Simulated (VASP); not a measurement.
# Si (Imma) in VASP: notebook

The runs below take Si through single point, relaxation of shape and atoms at fixed volume, with LDA.

All numbers are computed with VASP 6.6.1; they aren't measurements. Logs are shortened: lines on timing, memory, paths and dates and some standing lists are left out, and cuts for length are marked.

### Step 1. The cell of the first run

The structure is orthorhombic, space group Imma (No. 74). Conventional cell: a = 4.517 Å, b = 4.771 Å, c = 2.523 Å, α = 90.00°, β = 90.00°, γ = 90.00°. Si (site symmetry mm2) has 8 Si at 2.40 to 2.74 Å within 3.2 Å.

### Step 2. Single point, LDA

INCAR

```
PREC = Accurate ; ENCUT = 520
EDIFF = 1E-6 ; ISMEAR = -1
SIGMA = 0.05 ; LREAL = F
LASPH = T ; NELM = 60
ALGO = Normal ; ISIF = 2
LWAVE = F ; LCHARG = F
NBANDS = 11
```

KPOINTS

```
regular mesh
0
Gamma
  12 12 12
```

POSCAR

```
Si
1.0
    3.5190191283     -0.0188526973      0.0064898961
   -2.6017909204      2.3695010138     -0.0064900026
   -0.2969897815     -1.2383901801      3.2805609276
Si
2
Direct
    0.8084751827      0.0584751827      0.7500000000
    0.1915248173      0.9415248173      0.2500000000
```

Potentials or basis: VASP PAW LDA potentials, release 64 (Si).

Run with:

```sh
$ cat potpaw_LDA.64/Si/POTCAR > POTCAR
$ mpirun -np 1 vasp_std > vasp.out
```

OUTCAR:

```text
PREC = Accurate
   ENCUT = 520
   EDIFF = 1E-6
   ISMEAR = -1
   LREAL = F
   LASPH = T
   NELM = 60
   ISIF = 2

 ion  position               nearest neighbor table
   1  0.808  0.058  0.750-   2 2.40   2 2.40   2 2.46   2 2.46   2 2.74   2 2.74
   2  0.192  0.942  0.250-   1 2.40   1 2.40   1 2.46   1 2.46   1 2.74   1 2.74

  LATTYP: Found a body centered orthorhombic cell.
 ALAT       =     2.5232627872
 B/A-ratio  =     1.7900807803
 C/A-ratio  =     1.8909883603

  Lattice vectors:

 A1 = (  -2.6017909204,   2.3695010138,  -0.0064900026)
 A2 = (  -0.6202384264,  -1.1122581364,  -3.2805608211)
 A3 = (  -0.2969897815,  -1.2383901801,   3.2805609276)

Analysis of symmetry for initial positions (statically):
=====================================================================
 Subroutine PRICEL returns:
 Original cell was already a primitive cell.

 Routine SETGRP: Setting up the symmetry group for a
 body centered orthorhombic supercell.

 Subroutine GETGRP returns: Found  8 space group operations
 (whereof  4 operations were pure point group operations)
 out of a pool of  8 trial point group operations.

The static configuration has the point symmetry C_2h.
 The point group associated with its full space group is D_2h.

Analysis of symmetry for dynamics (positions and initial velocities):
=====================================================================
 Subroutine PRICEL returns:
 Original cell was already a primitive cell.

 Routine SETGRP: Setting up the symmetry group for a
 body centered orthorhombic supercell.

 Subroutine GETGRP returns: Found  8 space group operations
 (whereof  4 operations were pure point group operations)
 out of a pool of  8 trial point group operations.

The dynamic configuration has the point symmetry C_2h.
 The point group associated with its full space group is D_2h.

 Subroutine INISYM returns: Found  8 space group operations
 (whereof  4 operations are pure point group operations),
 and found     1 'primitive' translations

----------------------------------------------------------------------------------------

                                     Primitive cell

  volume of cell :      27.1906

  direct lattice vectors                    reciprocal lattice vectors
     3.519019128 -0.018852697  0.006489896     0.285585925  0.313978294  0.144378888
    -2.601790920  2.369501014 -0.006490003     0.001979007  0.424642346  0.160478853
    -0.296989781 -1.238390180  3.280560928    -0.000561056  0.000218939  0.304857775

  length of vectors
     3.519075613  3.519075613  3.519075613     0.448315685  0.453958700  0.304858370

  position of ions in fractional coordinates (direct lattice)
     0.808475183  0.058475183  0.750000000
     0.191524817  0.941524817  0.250000000

  ion indices of the primitive-cell ions
   primitive index   ion index
                 1           1
                 2           2

----------------------------------------------------------------------------------------

 KPOINTS: regular mesh

Automatic generation of k-mesh.
 Grid dimensions read from file:
 generate k-points for:   12   12   12

 Generating k-lattice:

  Cartesian coordinates                     Fractional coordinates (reciprocal lattice)
     0.023798827  0.026164858  0.012031574     0.083333333  0.000000000 -0.000000000
     0.000164917  0.035386862  0.013373238    -0.000000000  0.083333333 -0.000000000
    -0.000046755  0.000018245  0.025404815     0.000000000  0.000000000  0.083333333

  Length of vectors
     0.037359640  0.037829892  0.025404864

  Shift w.r.t. Gamma in fractional coordinates (k-lattice)
     0.000000000  0.000000000  0.000000000

 Subroutine IBZKPT returns following result:
 ===========================================

 Found    280 irreducible k-points:

 Following reciprocal coordinates:
            Coordinates               Weight
  0.000000  0.000000  0.000000      1.000000
  0.083333  0.000000  0.000000      4.000000
  0.166667 -0.000000  0.000000      4.000000
  0.250000  0.000000  0.000000      4.000000
  0.333333  0.000000  0.000000      4.000000
  0.416667  0.000000  0.000000      4.000000
[... 16 lines left out ...]
  0.250000  0.166667  0.000000      8.000000
  0.333333  0.166667  0.000000      8.000000
 [... further k-points ...]
   k-points           NKPTS =    280   k-points in BZ     NKDIM =    280   number of bands    NBANDS=     11
   number of dos      NEDOS =    301   number of ions     NIONS =      2
   total plane-waves  NPLWV =  21952
   dimension x,y,z NGX =    28 NGY =   28 NGZ =   28
   dimension x,y,z NGXF=    56 NGYF=   56 NGZF=   56
   ions per type =               2
   NGX,Y,Z   is equivalent  to a cutoff of  13.23, 13.23, 13.23 a.u.
   NGXF,Y,Z  is equivalent  to a cutoff of  26.46, 26.46, 26.46 a.u.
 SYSTEM =  unknown system
   PREC   = accura    normal or accurate (medium, high low for compatibility)
   ISTART =      0    job   : 0-new  1-cont  2-samecut
   ICHARG =      2    charge: 1-file 2-atom 10-const
   ISPIN  =      1    spin polarized calculation?
   LNONCOLLINEAR =      F non collinear calculations
   LSORBIT =      F    spin-orbit coupling
   LASPH  =      T    aspherical Exc in radial PAW
   ENCUT  =  520.0 eV  38.22 Ry    6.18 a.u.   6.54  6.54  6.54*2*pi/ulx,y,z
   NELM   =     60;   NELMIN=  2; NELMDL= -5     # of ELM steps
   EDIFF  = 0.1E-05   stopping-criterion for ELM
   LREAL  =      F    real-space projection
   EDIFFG = 0.1E-04   stopping-criterion for IOM
   NSW    =      0    number of steps for IOM
   IBRION =     -1    ionic relax: 0-MD 1-quasi-New 2-CG
   NFREE  =      0    steps in history (QN), initial steepest desc. (CG)
   ISIF   =      2    stress and relaxation
   ISYM   =      2    0-nonsym 1-usesym 2-fastsym
   POTIM  = 0.5000    time-step for ionic-motion
   TEBEG  =    0.0;   TEEND  =   0.0 temperature during run
   PSTRESS=    0.0 pullay stress
   NELECT =       8.0000    total number of electrons
   NUPDOWN=      -1.0000    fix difference up-down
   EMIN   =  10.00;   EMAX   =-10.00  energy-range for DOS
   EFERMI =   0.00;   METHOD = LEGACY
   ISMEAR =    -1;   SIGMA  =   0.05  broadening in eV -4-tet -1-fermi 0-gaus
   EFERMI_NEDOS =   21; number of points for ismear=-14 and -15
   IALGO  =     38    algorithm
   IMIX   =      4    mixing-type and parameters
     AMIX     =   0.40;   BMIX     =  1.00
     AMIX_MAG =   1.60;   BMIX_MAG =  1.00
  volume/ion in A,a.u.               =      13.60        91.75
  Fermi-wavevector in a.u.,A,eV,Ry     =   1.088843  2.057615 16.130776  1.185579
  Thomas-Fermi vector in A             =   2.225033
   LORBIT       =      0    0 simple, 1 ext, 2 COOP (PROOUT), +10 PAW based schemes
   GGA     = CA    functional components
   LHFCALC =     F    Hartree Fock is set to
   AEXX    =    0.0000 exact exchange contribution
   IVDW    =     0    specifies the selected vdW correction
   LEPSILON=     F    determine dielectric tensor
   LRPA    =     F    only Hartree local field effects (RPA)
 non-spin polarized calculation
  energy-cutoff  :      520.00
  volume of cell :       27.19
 maximum number of plane-waves:       757
 NGX is ok and might be reduce to    28
   NGX = 13   NGY = 13   NGZ = 13

 number of electron       8.0000000 magnetization

 Free energy of the ion-electron system (eV)
  ---------------------------------------------------
  ext. energy  EPLUGINS =         0.00000000
  ---------------------------------------------------
  free energy    TOTEN  =       -11.43005291 eV

  energy without entropy =      -11.42567913  energy(sigma->0) =      -11.42786602

 E-fermi :  10.6878     XC(G=0): -11.4530

 val. band max:       10.6798280345   @ k =   0.5000   0.5000  -0.0000
 cond. band min:      10.7048852253   @ k =   0.0833   0.3333   0.0833
 fundamental gap:      0.0250571908
 Fermi energy:        10.6877781610

 k-point     1 :       0.0000    0.0000    0.0000
  band No.  band energies     occupation
      1      -4.0975      2.00000
      2       7.5595      2.00000
      3       8.1510      2.00000
      4       8.7205      2.00000
      5      11.7375      0.00000
      6      18.3761      0.00000
      7      19.3869      0.00000
      8      20.7939      0.00000
      9      21.1579      0.00000
     10      21.6532      0.00000
     11      22.6127      0.00000

 k-point     2 :       0.0833    0.0000    0.0000
  band No.  band energies     occupation
      1      -3.8963      2.00000
      2       7.5065      2.00000
      3       7.6059      2.00000
      4       9.5862      2.00000
      5      12.1735      0.00000
      6      17.1174      0.00000
      7      18.6034      0.00000
      8      19.8232      0.00000
      9      20.3803      0.00000
     10      21.1463      0.00000
     11      22.5716      0.00000

 k-point     3 :       0.1667   -0.0000    0.0000
  band No.  band energies     occupation
      1      -3.2942      2.00000
      2       7.1930      2.00000
      3       7.4669      2.00000
      4      10.8315      0.10688
      5      13.3545      0.00000
      6      15.4266      0.00000
      7      15.5694      0.00000
      8      18.1932      0.00000
      9      18.3136      0.00000
     10      19.9279      0.00000
     11      22.9286      0.00000

 k-point     4 :       0.2500    0.0000    0.0000
  band No.  band energies     occupation
      1      -2.2954      2.00000
      2       7.1289      2.00000
      3       7.6158      2.00000
      4      10.7799      0.27360
      5      13.6250      0.00000
      6      14.1735      0.00000
      7      14.9442      0.00000
      8      15.9583      0.00000
      9      16.9197      0.00000
     10      18.3921      0.00000
     11      24.0220      0.00000

 k-point     5 :       0.3333    0.0000    0.0000
  band No.  band energies     occupation
      1      -0.9072      2.00000
      2       7.3799      2.00000
      3       8.0431      2.00000
      4       8.2688      2.00000
      5      11.9721      0.00000
      6      13.5274      0.00000
      7      15.4957      0.00000
      8      16.0179      0.00000
      9      17.4397      0.00000
     10      17.4426      0.00000
     11      25.0814      0.00000
[... 211 lines left out ...]
 k-point    21 :       0.0833    0.1667   -0.0000
  band No.  band energies     occupation
      1      -2.4463      2.00000
      2       6.8673      2.00000
      3       8.7952      2.00000
      4      11.2424      0.00003
      5      12.8224      0.00000
      6      13.5807      0.00000
      7      14.8080      0.00000
      8      16.7671      0.00000
      9      17.0302      0.00000
     10      18.8179      0.00000
     11      20.9292      0.00000

 k-point    22 :       0.1667    0.1667    0.0000
  band No.  band energies     occupation
      1      -1.2282      2.00000
      2       7.1191      2.00000
      3       9.2720      2.00000
      4      10.1246      1.99997
      5      10.9468      0.01118
      6      13.1741      0.00000
      7      14.8166      0.00000
      8      14.9365      0.00000
      9      17.0411      0.00000
     10      18.6735      0.00000
     11      21.6608      0.00000

 k-point    23 :       0.2500    0.1667    0.0000
  band No.  band energies     occupation
      1       0.3727      2.00000
      2       6.8686      2.00000
      3       7.6574      2.00000
      4       8.3933      2.00000
      5      11.2860      0.00001
      6      12.9871      0.00000
      7      14.1844      0.00000
      8      14.9548      0.00000
      9      18.4620      0.00000
     10      19.2867      0.00000
     11      22.8041      0.00000

 k-point    24 :       0.3333    0.1667    0.0000
  band No.  band energies     occupation
      1       2.3366      2.00000
      2       4.3332      2.00000
      3       6.7939      2.00000
      4       8.4900      2.00000
      5      11.1090      0.00044
      6      12.1760      0.00000
      7      14.1983      0.00000
      8      17.3171      0.00000
      9      18.5505      0.00000
     10      21.9457      0.00000
     11      22.7277      0.00000

 [... further k-points ...]

------------------------ aborting loop because EDIFF is reached ----------------------------------------

  FORCE on cell =-STRESS in cart. coord.  units (eV):
  Direction    XX          YY          ZZ          XY          YZ          ZX
  --------------------------------------------------------------------------------------
  -------------------------------------------------------------------------------------
  Total        1.8494054      1.8454689      1.8496551     -0.0018119     -0.0016328      0.0041845
  in kB      108.9742207    108.7422643    108.9889353     -0.1067658     -0.0962100      0.2465644
  external PRESSURE =     108.9018068 kB  Pullay stress =       0.0000000 kB

 VOLUME and BASIS-vectors are now :
 -----------------------------------------------------------------------------
  energy-cutoff  :      520.00
  volume of cell :       27.19
      direct lattice vectors                 reciprocal lattice vectors
     3.519019128 -0.018852697  0.006489896     0.285585925  0.313978294  0.144378888
    -2.601790920  2.369501014 -0.006490003     0.001979007  0.424642346  0.160478853
    -0.296989781 -1.238390180  3.280560928    -0.000561056  0.000218939  0.304857775

 POSITION                                       TOTAL-FORCE (eV/Angst)
 -----------------------------------------------------------------------------------
      2.47016     -0.80548      2.46529         0.001839      0.004713     -0.000000
     -1.84992      1.91774      0.81527        -0.001839     -0.004713      0.000000
 -----------------------------------------------------------------------------------
    total drift:                               -0.000000      0.000000     -0.000000

  FREE ENERGIE OF THE ION-ELECTRON SYSTEM (eV)
  ---------------------------------------------------
  free  energy   TOTEN  =       -11.4300529111 eV

  energy  without entropy=      -11.4256791284  energy(sigma->0) =      -11.42786602
```

Run time: 43 s. Hardware: 1 thread of Intel Xeon Platinum 8488C (Sapphire Rapids), shared host; peak memory 0.18 GiB.

What came out:

```
Free energy            : -11.4301 eV
Pressure               : 10.9 GPa
Largest force          : 0.005 eV/Å
Band gap on the k mesh : zero (band 4 reaches 13.15 eV, above the bottom of band 5 at 5.84 eV)
```

Forces on the atoms (eV/Å):
```
Si   0.002  0.005  0.000
Si  -0.002 -0.005  0.000
```

Levels at points of the mesh, in eV from the Fermi level:
```csv
k point,band 2,band 3,band 4,band 5,band 6,band 7
"(0.00, 0.00, 0.00)",-3.13,-2.54,-1.97,1.05,7.69,8.70
"(0.50, 0.00, 0.00)",-7.55,-1.82,-1.32,-1.31,0.10,4.73
"(0.00, 0.50, 0.00)",-7.25,-2.92,-2.08,-1.48,1.11,5.14
"(0.50, 0.50, 0.00)",-11.48,-0.01,-0.01,2.72,2.72,9.01
"(0.50, 0.50, 0.50)",-8.25,-7.69,-7.42,6.14,6.80,13.66
```

[end of part 1 of 2]
